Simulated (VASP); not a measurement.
A run of VASP 6.6.1 is set up as follows.

The input INCAR:

```
SYSTEM = CoO
PREC     = Accurate       ! precision mode
ENCUT    = 700            ! plane-wave cutoff, eV
EDIFF    = 1E-6           ! SCF threshold, eV
ISMEAR   = 0              ! smearing method
SIGMA    = 0.05           ! smearing width, eV
LREAL    = .False.        ! projectors in reciprocal space
LASPH    = .True.         ! aspherical terms in the spheres
NELM     = 200            ! most SCF steps
ALGO     = Normal         ! electronic algorithm
ISIF     = 2              ! what is computed and relaxed
LWAVE    = .False.        ! write WAVECAR
LCHARG   = .True.         ! write CHGCAR
MAGMOM   = 2.87 0 0 0.62 0 0 ! initial moments
LORBIT   = 11             ! projections on sites
LSORBIT  = .True.         ! spin-orbit coupling
GGA_COMPAT= .False.      
LORBMOM  = .True.       
LMAXMIX  = 4              ! l up to which the mixer works
LDAU     = .True.         ! DFT+U
LDAUTYPE = 2            
LDAUL    = 2 -1           ! shell
LDAUU    = 4 0            ! U, eV
LDAUJ    = 0 0          
LDAUPRINT= 1            
GGA      = CA             ! functional
LVHAR    = .True.       
NBANDS   = 35             ! bands
```

The input KPOINTS:

```
Automatic mesh
0
Gamma
  8 8 8
  0 0 0
```

The input POSCAR:

```
CoO
1.0
    0.0000000000      2.1315016600      2.1315016600
    2.1315016600      0.0000000000      2.1315016600
    2.1315016600      2.1315016600      0.0000000000
Co O
1 1
Direct
    0.0000000000      0.0000000000      0.0000000000
    0.5000000000      0.5000000000      0.5000000000
```

Potentials or basis: VASP PAW LDA potentials, release 64 (Co_sv, O).

Launch:

```bash
$ cat potpaw_LDA.64/Co_sv/POTCAR potpaw_LDA.64/O/POTCAR > POTCAR
$ mpirun -np 1 vasp_ncl > vasp.out
```

Task: What does it give for the pressure?

Result: -11.9 GPa.

Task: Estimate the net moment.

Result: 2.99 μB per cell.

Stress tensor (GPa, compression positive):
```
-16.47   0.00   0.00
  0.00  -9.61   0.00
  0.00   0.00  -9.61
```

Caveat: the stress differs along the axes, from -16 to -10 GPa; a cell with one magnetic atom can't hold antiferromagnetic order, which such compounds often take. The state reached can hang on the start; a lower one may exist.
